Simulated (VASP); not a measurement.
The system is Si.

```
Si
1.0
     0.00000    2.72212    2.72212
     2.72212    0.00000    2.72212
     2.72212    2.72212    0.00000
Si
2
Direct
  0.25000 0.25000 0.25000
  0.00000 0.00000 0.00000
```

Base run:

| Quantity | Value |
| --- | --- |
| Program | VASP 6.6.1 |
| Functional | r2SCAN |
| Potentials or basis | VASP PAW PBE potentials, release 64 (Si) |
| Cutoff | 520 eV |
| k mesh | 6 × 6 × 6 |
| Occupations | gaussian, width 0.01 eV |
| Spin | no spin polarisation |

Its results: band gap on the k mesh 0.93 eV, indirect (least direct gap 2.75 eV); pressure -0.2 GPa.

Q: The run is repeated on the same cell with these changes: functional from r2SCAN to PBE-based global hybrid; k mesh from 6 × 6 × 6 to 4 × 4 × 4. What comes out?

A: Band gap on the k mesh 1.52 eV, indirect (least direct gap 3.46 eV); pressure 0.6 GPa.

Several settings changed at once, so the effect can't be laid on one alone.

Caveats: some runs use coarse meshes; the PAW data sets were made with another functional, which shifts forces and pressure a little.

A k mesh can miss the band edges.
